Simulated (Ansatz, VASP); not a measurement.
# One calculation of Tl, two programs

File INCAR:

```
PREC = Accurate
ENCUT = 520
EDIFF = 1E-7
ISMEAR = 0
SIGMA = 0.2
LREAL = False
LASPH = True
NELM = 60
ALGO = Normal
ISIF = 2
LWAVE = False
LCHARG = True
GGA = PE
LELF = True
LVHAR = True
NBANDS = 20
```

Contents of KPOINTS:

```
Automatic mesh
0
Gamma
  11 11 6
```

The input POSCAR:

```
Tl
1.0
    3.4559983565      0.0000000000      0.0000000000
   -1.7279991783      2.9929823722      0.0000000000
    0.0000000000      0.0000000000      5.5250000000
Tl
2
Direct
    0.3333333333      0.6666666667      0.2500000000
    0.6666666667      0.3333333333      0.7500000000
```

Input for Ansatz:

```yaml
crystal:
  lattice:
    - [3.4559983565, 0.0, 0.0]
    - [-1.7279991783, 2.9929823722, 0.0]
    - [0.0, 0.0, 5.525]
  atoms:
    - { symbol: Tl, position: [0.3333333333, 0.6666666667, 0.25] }
    - { symbol: Tl, position: [0.6666666667, 0.3333333333, 0.75] }
kpoints:
  mp_grid: { grid: [11, 11, 6] }
scf:
  occupations: { method: gaussian, width: 0.2 }
hamiltonian:
  xc: pbe
  pseudopotentials: { kind: all_electron, lapw: { basis_error: 0.0005 } }
output:
  forces: true
  stress: true
  eigenvalues: true
```

Alike in both runs: task single point; functional PBE; k mesh 11 × 11 × 6; occupations gaussian, width 0.2 eV; no spin polarisation.

```csv
,VASP,Ansatz
version,VASP 6.6.1,Ansatz 0.2.0
potentials or method,"VASP PAW PBE potentials, release 64 (Tl_d), cutoff 520 eV","all-electron LAPW, scalar-relativistic"
```

```csv
,VASP,Ansatz,Ansatz less VASP
pressure (GPa),3.1,3.2,+0.07
```

Ansatz ran all-electron here, and VASP with PAW potentials.

Spin-orbit coupling is off throughout.
